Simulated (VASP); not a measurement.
# MgO (Fm-3m) in VASP: notebook

Aim: see how the results for MgO move with the level of theory and the settings. Levels: PBE, PBEsol, LDA, r2SCAN. Tasks: single point.

Program: VASP 6.6.1. These are calculated values, not measurements. Logs are shortened: lines on timing, memory, paths and dates and some standing lists are left out, and cuts for length are marked.

**Experimental background.**

From “Electronic structure of alkaline earth and post-transition metal oxides”, 2009, arxiv:0908.1581, for a bulk crystal of MgO: band gap 7.83 eV.

How close the calculation comes is told below.

## Step 1: The cell of the first run

Symmetry: Fm-3m, No. 225, cubic system. Conventional cell: a = 4.340 Å, b = 4.340 Å, c = 4.340 Å, α = 90.00°, β = 90.00°, γ = 90.00°. Within 2.9 Å of Mg (site symmetry m-3m) lie 6 O at 2.17 Å. O (site symmetry m-3m) has 6 Mg at 2.17 Å within 2.9 Å.

## Step 2: Single point, PBE (volume scaled by 1.05)

INCAR reads:

```
  PREC = Accurate
  ENCUT = 520
  EDIFF = 1E-6
  ISMEAR = -1
  SIGMA = 0.01
  LREAL = F
  LASPH = T
  NELM = 80
  ALGO = Normal
  ISIF = 2
  LWAVE = F
  LCHARG = F
  GGA = PE
  NBANDS = 11
```

KPOINTS reads:

```
regular mesh
0
Gamma
  10 10 10
```

POSCAR reads:

```
MgO
1.0
    0.0000000000      2.1701586813      2.1701586813
    2.1701586813      0.0000000000      2.1701586813
    2.1701586813      2.1701586813      0.0000000000
Mg O
1 1
Direct
    0.0000000000      0.0000000000      0.0000000000
    0.5000000000      0.5000000000      0.5000000000
```

Potentials or basis: VASP PAW PBE potentials, release 64 (Mg, O).

The run is started by

```
> cat potpaw_PBE.64/Mg/POTCAR potpaw_PBE.64/O/POTCAR > POTCAR
> mpirun -np 1 vasp_std > vasp.out
```

OUTCAR:

```text
PREC = Accurate
   ENCUT = 520
   EDIFF = 1E-6
   ISMEAR = -1
   LREAL = F
   LASPH = T
   NELM = 80
   ISIF = 2
   GGA = PE

 ion  position               nearest neighbor table
   1  0.000  0.000  0.000-   2 2.17   2 2.17   2 2.17   2 2.17   2 2.17   2 2.17
   2  0.500  0.500  0.500-   1 2.17   1 2.17   1 2.17   1 2.17   1 2.17   1 2.17

  LATTYP: Found a face centered cubic cell.
 ALAT       =     4.3403173626

  Lattice vectors:

 A1 = (   0.0000000000,   2.1701586813,   2.1701586813)
 A2 = (   2.1701586813,   0.0000000000,   2.1701586813)
 A3 = (   2.1701586813,   2.1701586813,   0.0000000000)

Analysis of symmetry for initial positions (statically):
=====================================================================
 Subroutine PRICEL returns:
 Original cell was already a primitive cell.

 Routine SETGRP: Setting up the symmetry group for a
 face centered cubic supercell.

 Subroutine GETGRP returns: Found 48 space group operations
 (whereof 48 operations were pure point group operations)
 out of a pool of 48 trial point group operations.

The static configuration has the point symmetry O_h .

Analysis of symmetry for dynamics (positions and initial velocities):
=====================================================================
 Subroutine PRICEL returns:
 Original cell was already a primitive cell.

 Routine SETGRP: Setting up the symmetry group for a
 face centered cubic supercell.

 Subroutine GETGRP returns: Found 48 space group operations
 (whereof 48 operations were pure point group operations)
 out of a pool of 48 trial point group operations.

The dynamic configuration has the point symmetry O_h .

 Subroutine INISYM returns: Found 48 space group operations
 (whereof 48 operations are pure point group operations),
 and found     1 'primitive' translations

----------------------------------------------------------------------------------------

                                     Primitive cell

  volume of cell :      20.4411

  direct lattice vectors                    reciprocal lattice vectors
     0.000000000  2.170158681  2.170158681    -0.230397899  0.230397899  0.230397899
     2.170158681  0.000000000  2.170158681     0.230397899 -0.230397899  0.230397899
     2.170158681  2.170158681  0.000000000     0.230397899  0.230397899 -0.230397899

  length of vectors
     3.069067840  3.069067840  3.069067840     0.399060866  0.399060866  0.399060866

  position of ions in fractional coordinates (direct lattice)
     0.000000000  0.000000000  0.000000000
     0.500000000  0.500000000  0.500000000
[... 79 lines left out ...]
   EDIFFG = 0.1E-04   stopping-criterion for IOM
   NSW    =      0    number of steps for IOM
   IBRION =     -1    ionic relax: 0-MD 1-quasi-New 2-CG
   NFREE  =      0    steps in history (QN), initial steepest desc. (CG)
   ISIF   =      2    stress and relaxation
   ISYM   =      2    0-nonsym 1-usesym 2-fastsym
   POTIM  = 0.5000    time-step for ionic-motion
   TEBEG  =    0.0;   TEEND  =   0.0 temperature during run
   PSTRESS=    0.0 pullay stress
   NELECT =       8.0000    total number of electrons
   NUPDOWN=      -1.0000    fix difference up-down
   EMIN   =  10.00;   EMAX   =-10.00  energy-range for DOS
   EFERMI =   0.00;   METHOD = LEGACY
   ISMEAR =    -1;   SIGMA  =   0.01  broadening in eV -4-tet -1-fermi 0-gaus
   EFERMI_NEDOS =   21; number of points for ismear=-14 and -15
   IALGO  =     38    algorithm
   IMIX   =      4    mixing-type and parameters
     AMIX     =   0.40;   BMIX     =  1.00
     AMIX_MAG =   1.60;   BMIX_MAG =  1.00
  volume/ion in A,a.u.               =      10.22        68.97
  Fermi-wavevector in a.u.,A,eV,Ry     =   1.197485  2.262918 19.510344  1.433970
  Thomas-Fermi vector in A             =   2.333398
   LORBIT       =      0    0 simple, 1 ext, 2 COOP (PROOUT), +10 PAW based schemes
   GGA     = PE    functional components
   LHFCALC =     F    Hartree Fock is set to
   AEXX    =    0.0000 exact exchange contribution
   IVDW    =     0    specifies the selected vdW correction
   LEPSILON=     F    determine dielectric tensor
   LRPA    =     F    only Hartree local field effects (RPA)
 non-spin polarized calculation
  energy-cutoff  :      520.00
  volume of cell :       20.44
 maximum number of plane-waves:       568
   NGX = 11   NGY = 11   NGZ = 11

 number of electron       7.9999996 magnetization

 Free energy of the ion-electron system (eV)
  ---------------------------------------------------
  ext. energy  EPLUGINS =         0.00000000
  ---------------------------------------------------
  free energy    TOTEN  =       -11.87630051 eV

  energy without entropy =      -11.87630051  energy(sigma->0) =      -11.87630051

 E-fermi :   2.8385     XC(G=0): -10.6604

 val. band max:        2.5438017343   @ k =   0.0000   0.0000   0.0000
 cond. band min:       6.4430489453   @ k =   0.0000   0.0000   0.0000
 fundamental gap:      3.8992472110
 Fermi energy:         2.8384640449

 k-point     1 :       0.0000    0.0000    0.0000
  band No.  band energies     occupation
      1     -14.2836      2.00000
      2       2.5438      2.00000
      3       2.5438      2.00000
      4       2.5438      2.00000
      5       6.4430      0.00000
      6      17.8309      0.00000
      7      17.8309      0.00000
      8      17.8309      0.00000
      9      21.5180      0.00000
     10      23.1904      0.00000
     11      23.1904      0.00000
[... 309 lines left out ...]
 k-point    24 :       0.4000    0.3000    0.0000
  band No.  band energies     occupation
      1     -13.2406      2.00000
      2      -0.7478      2.00000
      3       1.3659      2.00000
      4       1.5630      2.00000
      5      11.2299      0.00000
      6      12.4540      0.00000
      7      15.2122      0.00000
      8      19.5631      0.00000
      9      19.7565      0.00000
     10      26.3368      0.00000
     11      27.7659      0.00000

 [... further k-points ...]
[... 5 lines left out ...]
  --------------------------------------------------------------------------------------
  -------------------------------------------------------------------------------------
  Total       -1.1099308     -1.1099308     -1.1099308     -0.0000000      0.0000000      0.0000000
  in kB      -86.9965498    -86.9965498    -86.9965498     -0.0000000      0.0000000      0.0000000
  external PRESSURE =     -86.9965498 kB  Pullay stress =       0.0000000 kB

 VOLUME and BASIS-vectors are now :
 -----------------------------------------------------------------------------
  energy-cutoff  :      520.00
  volume of cell :       20.44
      direct lattice vectors                 reciprocal lattice vectors
     0.000000000  2.170158681  2.170158681    -0.230397899  0.230397899  0.230397899
     2.170158681  0.000000000  2.170158681     0.230397899 -0.230397899  0.230397899
     2.170158681  2.170158681  0.000000000     0.230397899  0.230397899 -0.230397899

 POSITION                                       TOTAL-FORCE (eV/Angst)
 -----------------------------------------------------------------------------------
      0.00000      0.00000      0.00000         0.000000      0.000000      0.000000
      2.17016      2.17016      2.17016        -0.000000     -0.000000      0.000000
 -----------------------------------------------------------------------------------
    total drift:                               -0.000000     -0.000000      0.000000

  FREE ENERGIE OF THE ION-ELECTRON SYSTEM (eV)
  ---------------------------------------------------
  free  energy   TOTEN  =       -11.8763005072 eV

  energy  without entropy=      -11.8763005072  energy(sigma->0) =      -11.87630051
```

OSZICAR:

```text
N       E                     dE             d eps       ncg     rms          rms(c)
DAV:   1     0.135381251549E+02    0.13538E+02   -0.45274E+03  1162   0.633E+02
DAV:   2    -0.128661038224E+02   -0.26404E+02   -0.25145E+02  1180   0.133E+02
DAV:   3    -0.134341799117E+02   -0.56808E+00   -0.56767E+00  1275   0.172E+01
DAV:   4    -0.134354945703E+02   -0.13147E-02   -0.13146E-02  1121   0.968E-01
DAV:   5    -0.134354991772E+02   -0.46069E-05   -0.46069E-05  1205   0.565E-02    0.717E+00
DAV:   6    -0.119020132918E+02    0.15335E+01   -0.95385E+00  1079   0.164E+01    0.239E+00
DAV:   7    -0.118836306741E+02    0.18383E-01   -0.87006E-02  1115   0.236E+00    0.136E+00
DAV:   8    -0.118768794189E+02    0.67513E-02   -0.35587E-02  1082   0.206E+00    0.280E-01
DAV:   9    -0.118763574413E+02    0.52198E-03   -0.72292E-04  1172   0.189E-01    0.158E-01
DAV:  10    -0.118762979871E+02    0.59454E-04   -0.61606E-04  1118   0.187E-01    0.759E-03
DAV:  11    -0.118763005701E+02   -0.25830E-05   -0.54026E-06  1202   0.163E-02    0.666E-03
DAV:  12    -0.118763005072E+02    0.62856E-07   -0.83827E-07   717   0.685E-03
   1 F= -.11876301E+02 E0= -.11876301E+02  d E =-.296998E-15
```

Run time: 5.5 s. Hardware: 1 thread of Intel Xeon Platinum 8488C (Sapphire Rapids), shared host; peak memory 0.14 GiB.

What came out:

- Free energy: -11.8763 eV
- Pressure: -8.7 GPa
- Band gap on the k mesh: 3.90 eV, direct

Levels at points of the mesh, in eV from the valence-band top:
```
           k point  band 2  band 3  band 4  band 5  band 6  band 7
(0.00, 0.00, 0.00)    0.00    0.00    0.00    3.90   15.29   15.29
(0.50, 0.00, 0.00)   -4.24   -0.56   -0.56    7.34   11.60   15.40
(0.50, 0.50, 0.00)   -3.73   -1.23   -1.23    9.00    9.02   12.17
```

(Part 1 of 3 ends here.)
